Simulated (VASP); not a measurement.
# Ru (Fd-3m) in VASP: further runs

Runs on Ru. Level: r2SCAN. Tasks: single point.

Program: VASP 6.6.1. These are calculated values, not measurements. Logs are shortened: lines on timing, memory, paths and dates and some standing lists are left out, and cuts for length are marked.

## Step 1: The cell of the first run

It takes space group Fd-3m (No. 227, cubic). Conventional cell: a = 5.414 Å, b = 5.414 Å, c = 5.414 Å, α = 90.00°, β = 90.00°, γ = 90.00°. Ru (site symmetry -43m) has 4 Ru at 2.34 Å within 3.1 Å.

This isn't the form of Ru at room conditions, which is hcp.

## Step 2: Single point, r2SCAN

POSCAR reads:

```
Ru
1.0
    0.0000000000      2.7071406685      2.7071406685
    2.7071406685      0.0000000000      2.7071406685
    2.7071406685      2.7071406685      0.0000000000
Ru
2
Direct
    0.1250000000      0.1250000000      0.1250000000
    0.8750000000      0.8750000000      0.8750000000
```

INCAR.step1 reads:

```
ALGO = Normal
EDIFF = 1E-5
ENCUT = 550
GGA = PE
GGA_COMPAT = False
ISMEAR = -1
LASPH = True
LCHARG = False
LREAL = False
LWAVE = True
NBANDS = 21
NELM = 120
PREC = Accurate
SIGMA = 0.1
```

INCAR.step2 reads:

```
ALGO = Normal
EDIFF = 1E-6
ENCUT = 550
GGA_COMPAT = False
ISIF = 2
ISMEAR = -1
ISTART = 1
LASPH = True
LCHARG = False
LMIXTAU = True
LREAL = False
LWAVE = False
METAGGA = R2SCAN
NBANDS = 21
NELM = 120
PREC = Accurate
SIGMA = 0.1
```

KPOINTS reads:

```
k-points
0
Gamma
  5 5 5
```

Potentials or basis: VASP PAW PBE potentials, release 64 (Ru_pv).

Command:

```console
$ cat potpaw_PBE.64/Ru_pv/POTCAR > POTCAR
$ cp INCAR.step1 INCAR
$ mpirun -np 1 vasp_std > vasp.out
$ cp INCAR.step2 INCAR
$ mpirun -np 1 vasp_std > vasp.out
```

OUTCAR:

```text
EDIFF = 1E-6
   ENCUT = 550
   ISIF = 2
   ISMEAR = -1
   ISTART = 1
   LASPH = True
   LREAL = False
   METAGGA = R2SCAN
   NELM = 120
   PREC = Accurate

 ion  position               nearest neighbor table
   1  0.125  0.125  0.125-   2 2.34   2 2.34   2 2.34   2 2.34
   2  0.875  0.875  0.875-   1 2.34   1 2.34   1 2.34   1 2.34

  LATTYP: Found a face centered cubic cell.
 ALAT       =     5.4142813370

  Lattice vectors:

 A1 = (   0.0000000000,   2.7071406685,   2.7071406685)
 A2 = (   2.7071406685,   0.0000000000,   2.7071406685)
 A3 = (   2.7071406685,   2.7071406685,   0.0000000000)

Analysis of symmetry for initial positions (statically):
=====================================================================
 Subroutine PRICEL returns:
 Original cell was already a primitive cell.

 Routine SETGRP: Setting up the symmetry group for a
 face centered cubic supercell.

 Subroutine GETGRP returns: Found 48 space group operations
 (whereof 12 operations were pure point group operations)
 out of a pool of 48 trial point group operations.

The static configuration has the point symmetry D_3d.
 The point group associated with its full space group is O_h .

Analysis of symmetry for dynamics (positions and initial velocities):
=====================================================================
 Subroutine PRICEL returns:
 Original cell was already a primitive cell.

 Routine SETGRP: Setting up the symmetry group for a
 face centered cubic supercell.

 Subroutine GETGRP returns: Found 48 space group operations
 (whereof 12 operations were pure point group operations)
 out of a pool of 48 trial point group operations.

The dynamic configuration has the point symmetry D_3d.
 The point group associated with its full space group is O_h .

 Subroutine INISYM returns: Found 48 space group operations
 (whereof 12 operations are pure point group operations),
 and found     1 'primitive' translations

----------------------------------------------------------------------------------------

                                     Primitive cell

  volume of cell :      39.6792

  direct lattice vectors                    reciprocal lattice vectors
     0.000000000  2.707140669  2.707140669    -0.184696719  0.184696719  0.184696719
     2.707140669  0.000000000  2.707140669     0.184696719 -0.184696719  0.184696719
     2.707140669  2.707140669  0.000000000     0.184696719  0.184696719 -0.184696719

  length of vectors
     3.828475049  3.828475049  3.828475049     0.319904102  0.319904102  0.319904102

  position of ions in fractional coordinates (direct lattice)
     0.125000000  0.125000000  0.125000000
     0.875000000  0.875000000  0.875000000

  ion indices of the primitive-cell ions
   primitive index   ion index
                 1           1
                 2           2

----------------------------------------------------------------------------------------

 KPOINTS: k-points

Automatic generation of k-mesh.
 Grid dimensions read from file:
 generate k-points for:    5    5    5

 Generating k-lattice:

  Cartesian coordinates                     Fractional coordinates (reciprocal lattice)
    -0.036939344  0.036939344  0.036939344     0.200000000  0.000000000  0.000000000
     0.036939344 -0.036939344  0.036939344     0.000000000  0.200000000  0.000000000
     0.036939344  0.036939344 -0.036939344     0.000000000  0.000000000  0.200000000

  Length of vectors
     0.063980820  0.063980820  0.063980820

  Shift w.r.t. Gamma in fractional coordinates (k-lattice)
     0.000000000  0.000000000  0.000000000

 Subroutine IBZKPT returns following result:
 ===========================================

 Found     10 irreducible k-points:

 Following reciprocal coordinates:
            Coordinates               Weight
  0.000000  0.000000  0.000000      1.000000
  0.200000  0.000000  0.000000      8.000000
  0.400000  0.000000  0.000000      8.000000
  0.200000  0.200000  0.000000      6.000000
  0.400000  0.200000  0.000000     24.000000
 -0.400000  0.200000  0.000000     24.000000
 -0.200000  0.200000  0.000000     12.000000
  0.400000  0.400000  0.000000      6.000000
 -0.400000  0.400000  0.000000     12.000000
 -0.400000  0.400000  0.200000     24.000000
   k-points           NKPTS =     10   k-points in BZ     NKDIM =     10   number of bands    NBANDS=     21
   number of dos      NEDOS =    301   number of ions     NIONS =      2
   total plane-waves  NPLWV =  27000
   dimension x,y,z NGX =    30 NGY =   30 NGZ =   30
   dimension x,y,z NGXF=    60 NGYF=   60 NGZF=   60
   ions per type =               2
   NGX,Y,Z   is equivalent  to a cutoff of  13.03, 13.03, 13.03 a.u.
   NGXF,Y,Z  is equivalent  to a cutoff of  26.05, 26.05, 26.05 a.u.
 SYSTEM =  unknown system
   PREC   = accura    normal or accurate (medium, high low for compatibility)
   ISTART =      1    job   : 0-new  1-cont  2-samecut
   ICHARG =      0    charge: 1-file 2-atom 10-const
   ISPIN  =      1    spin polarized calculation?
   LNONCOLLINEAR =      F non collinear calculations
   LSORBIT =      F    spin-orbit coupling
   LASPH  =      T    aspherical Exc in radial PAW
   ENCUT  =  550.0 eV  40.42 Ry    6.36 a.u.   7.32  7.32  7.32*2*pi/ulx,y,z
   NELM   =    120;   NELMIN=  2; NELMDL=  0     # of ELM steps
   EDIFF  = 0.1E-05   stopping-criterion for ELM
   LREAL  =      F    real-space projection
   EDIFFG = 0.1E-04   stopping-criterion for IOM
   NSW    =      0    number of steps for IOM
   IBRION =     -1    ionic relax: 0-MD 1-quasi-New 2-CG
   NFREE  =      0    steps in history (QN), initial steepest desc. (CG)
   ISIF   =      2    stress and relaxation
   ISYM   =      2    0-nonsym 1-usesym 2-fastsym
   POTIM  = 0.5000    time-step for ionic-motion
   TEBEG  =    0.0;   TEEND  =   0.0 temperature during run
   PSTRESS=    0.0 pullay stress
   NELECT =      28.0000    total number of electrons
   NUPDOWN=      -1.0000    fix difference up-down
   EMIN   =  10.00;   EMAX   =-10.00  energy-range for DOS
   EFERMI =   0.00;   METHOD = LEGACY
   ISMEAR =    -1;   SIGMA  =   0.10  broadening in eV -4-tet -1-fermi 0-gaus
   EFERMI_NEDOS =   21; number of points for ismear=-14 and -15
   IALGO  =     38    algorithm
   IMIX   =      4    mixing-type and parameters
     AMIX     =   0.40;   BMIX     =  1.00
     AMIX_MAG =   1.60;   BMIX_MAG =  1.00
  volume/ion in A,a.u.               =      19.84       133.88
  Fermi-wavevector in a.u.,A,eV,Ry     =   1.457494  2.754264 28.902691  2.124288
  Thomas-Fermi vector in A             =   2.574289
   LORBIT       =      0    0 simple, 1 ext, 2 COOP (PROOUT), +10 PAW based schemes
   METAGGA = R2SCAN    functional components
   LHFCALC =     F    Hartree Fock is set to
   AEXX    =    0.0000 exact exchange contribution
   IVDW    =     0    specifies the selected vdW correction
   LEPSILON=     F    determine dielectric tensor
   LRPA    =     F    only Hartree local field effects (RPA)
 non-spin polarized calculation
  energy-cutoff  :      550.00
  volume of cell :       39.68
 maximum number of plane-waves:      1211
 NGX is ok and might be reduce to    30
   NGX = 15   NGY = 15   NGZ = 15

 number of electron      27.9999996 magnetization

 Free energy of the ion-electron system (eV)
  ---------------------------------------------------
  ext. energy  EPLUGINS =         0.00000000
  ---------------------------------------------------
  free energy    TOTEN  =       -48.55855209 eV

  energy without entropy =      -48.49137627  energy(sigma->0) =      -48.52496418

 E-fermi :   7.3485     XC(G=0): -12.2373

 val. band max:        7.2784830122   @ k =   0.4000   0.0000   0.0000
 cond. band min:       7.4597081996   @ k =   0.4000   0.2000   0.0000
 fundamental gap:      0.1812251875
 Fermi energy:         7.3485382272

 k-point     1 :       0.0000    0.0000    0.0000
  band No.  band energies     occupation
      1     -37.3361      2.00000
      2     -37.3361      2.00000
      3     -37.3361      2.00000
      4     -36.3323      2.00000
      5     -36.3323      2.00000
      6     -36.3323      2.00000
[... 13 lines left out ...]
     20      20.6219      0.00000
     21      20.9139      0.00000

 k-point     2 :       0.2000    0.0000    0.0000
  band No.  band energies     occupation
      1     -37.3767      2.00000
      2     -37.3767      2.00000
      3     -37.3291      2.00000
      4     -36.3425      2.00000
      5     -36.2893      2.00000
      6     -36.2893      2.00000
[... 13 lines left out ...]
     20      16.5862      0.00000
     21      19.2137      0.00000

 k-point     3 :       0.4000    0.0000    0.0000
  band No.  band energies     occupation
      1     -37.4362      2.00000
      2     -37.4362      2.00000
      3     -37.3194      2.00000
      4     -36.3568      2.00000
      5     -36.2258      2.00000
      6     -36.2258      2.00000
[... 13 lines left out ...]
     20      16.3065      0.00000
     21      18.3155      0.00000

 k-point     4 :       0.2000    0.2000    0.0000
  band No.  band energies     occupation
      1     -37.4220      2.00000
      2     -37.4220      2.00000
      3     -37.2429      2.00000
      4     -36.4330      2.00000
      5     -36.2415      2.00000
      6     -36.2415      2.00000
[... 13 lines left out ...]
     20      17.4864      0.00000
     21      17.4864      0.00000

 k-point     5 :       0.4000    0.2000    0.0000
  band No.  band energies     occupation
      1     -37.5004      2.00000
      2     -37.4793      2.00000
      3     -37.1620      2.00000
      4     -36.5157      2.00000
      5     -36.1800      2.00000
      6     -36.1624      2.00000
[... 13 lines left out ...]
     20      16.2661      0.00000
     21      16.3219      0.00000

 k-point     6 :      -0.4000    0.2000    0.0000
  band No.  band energies     occupation
      1     -37.5445      2.00000
      2     -37.4737      2.00000
      3     -37.1473      2.00000
      4     -36.5271      2.00000
      5     -36.1857      2.00000
      6     -36.1203      2.00000
[... 13 lines left out ...]
     20      16.3066      0.00000
     21      16.3098      0.00000

 k-point     7 :      -0.2000    0.2000    0.0000
  band No.  band energies     occupation
      1     -37.4891      2.00000
      2     -37.4119      2.00000
      3     -37.2400      2.00000
      4     -36.4328      2.00000
      5     -36.2515      2.00000
      6     -36.1757      2.00000
[... 13 lines left out ...]
     20      16.3067      0.00000
     21      16.3069      0.00000

 k-point     8 :       0.4000    0.4000    0.0000
  band No.  band energies     occupation
      1     -37.5383      2.00000
      2     -37.5383      2.00000
      3     -36.9977      2.00000
      4     -36.6898      2.00000
      5     -36.1171      2.00000
      6     -36.1170      2.00000
[... 13 lines left out ...]
     20      13.5330      0.00000
     21      16.3065      0.00000

 k-point     9 :      -0.4000    0.4000    0.0000
  band No.  band energies     occupation
      1     -37.5740      2.00000
      2     -37.5351      2.00000
      3     -36.9254      2.00000
      4     -36.7568      2.00000
      5     -36.1203      2.00000
      6     -36.0859      2.00000
[... 13 lines left out ...]
     20      13.7941      0.00000
     21      16.3064      0.00000

 k-point    10 :      -0.4000    0.4000    0.2000
  band No.  band energies     occupation
      1     -37.5635      2.00000
      2     -37.5230      2.00000
      3     -37.0023      2.00000
      4     -36.6749      2.00000
      5     -36.1359      2.00000
      6     -36.0982      2.00000
[... 13 lines left out ...]
     20      13.7874      0.00000
     21      16.3068      0.00000

------------------------ aborting loop because EDIFF is reached ----------------------------------------

  FORCE on cell =-STRESS in cart. coord.  units (eV):
  Direction    XX          YY          ZZ          XY          YZ          ZX
  --------------------------------------------------------------------------------------
  -------------------------------------------------------------------------------------
  Total        0.2946250      0.2946250      0.2946250     -0.0000000      0.0000000      0.0000000
  in kB       11.8964584     11.8964584     11.8964584     -0.0000000      0.0000000      0.0000000
  external PRESSURE =      11.8964584 kB  Pullay stress =       0.0000000 kB

 VOLUME and BASIS-vectors are now :
 -----------------------------------------------------------------------------
  energy-cutoff  :      550.00
  volume of cell :       39.68
      direct lattice vectors                 reciprocal lattice vectors
     0.000000000  2.707140669  2.707140669    -0.184696719  0.184696719  0.184696719
     2.707140669  0.000000000  2.707140669     0.184696719 -0.184696719  0.184696719
     2.707140669  2.707140669  0.000000000     0.184696719  0.184696719 -0.184696719

 POSITION                                       TOTAL-FORCE (eV/Angst)
 -----------------------------------------------------------------------------------
      0.67679      0.67679      0.67679        -0.000000     -0.000000     -0.000000
      4.73750      4.73750      4.73750         0.000000      0.000000      0.000000
 -----------------------------------------------------------------------------------
    total drift:                               -0.000000      0.000000      0.000000

  FREE ENERGIE OF THE ION-ELECTRON SYSTEM (eV)
  ---------------------------------------------------
  free  energy   TOTEN  =       -48.5585520869 eV

  energy  without entropy=      -48.4913762719  energy(sigma->0) =      -48.52496418
```

Run time: 24 s. Hardware: 1 thread of AMD EPYC 9R45 (Zen 5), shared host; peak memory 0.14 GiB.

Results:

| Item | Value |
| --- | --- |
| Free energy | -48.5586 eV |
| Pressure | 1.2 GPa |
| Band gap on the k mesh | zero (bands 14 and 15 overlap by 0.70 eV) |

Caveat: the k points lie up to 0.40 Å⁻¹ apart, too coarse for converged energies and pressures of a metal; the PAW data sets were made with another functional, which shifts forces and pressure a little.

(Part 1 of 3 ends here.)
